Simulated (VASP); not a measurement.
Runs of VASP 6.6.1 on Te2Mo. The structure is that of space group P6_3/mmc (No. 194), or close to it. The cells are those of the table. 

```tsv
cell	smearing	gap on the mesh (eV)	pressure (GPa)	largest force (eV/Å)
a = 3.371, b = 3.371, c = 13.391 Å, angles 90.0, 90.0, 120.0°, 6 atoms	methfessel-paxton 0.0878 eV	(d)	21.0	2.35
a = 3.518, b = 3.518, c = 13.974 Å, angles 90.0, 90.0, 120.0°, 6 atoms	methfessel-paxton 0.1 eV	0.78	2.9	(a)
a = 3.422, b = 3.422, c = 13.591 Å, angles 90.0, 90.0, 120.0°, 6 atoms	methfessel-paxton 0.1 eV	0.72	13.6	1.51
a = 3.564, b = 3.564, c = 14.157 Å, angles 90.0, 90.0, 120.0°, 6 atoms	methfessel-paxton 0.1 eV	0.80	-0.9	0.33
a = 3.610, b = 3.610, c = 14.337 Å, angles 90.0, 90.0, 120.0°, 6 atoms	methfessel-paxton 0.1 eV	0.81	(c)	0.77
a = 3.471, b = 3.471, c = 13.785 Å, angles 90.0, 90.0, 120.0°, 6 atoms	methfessel-paxton 0.1 eV	0.75	(b)	0.80
a = 3.654, b = 3.654, c = 14.512 Å, angles 90.0, 90.0, 120.0°, 6 atoms	methfessel-paxton 0.1 eV	0.80	-6.4	1.15
```

Alike in all rows: task single point; level PBE; potentials or basis VASP PAW PBE potentials, release 64 (Te, Mo_sv); no spin polarisation; k mesh 9 × 9 × 2; cutoff (eV) 520.

Fill in the values left out.

(a) 0.19; (b) 7.7; (c) -4.0; (d) 0.63.

Caveats: spin-orbit coupling is left out, which moves the levels of the heavy elements; this functional lacks dispersion, which binds the layers, so the pressure and a relaxed spacing across them are unreliable; forces of over 1 eV/Å act on the atoms, so gaps and moduli don't describe the material at rest (some runs).

A k mesh can miss the band edges, and the runs leave out spin-orbit coupling on Mo, Te.
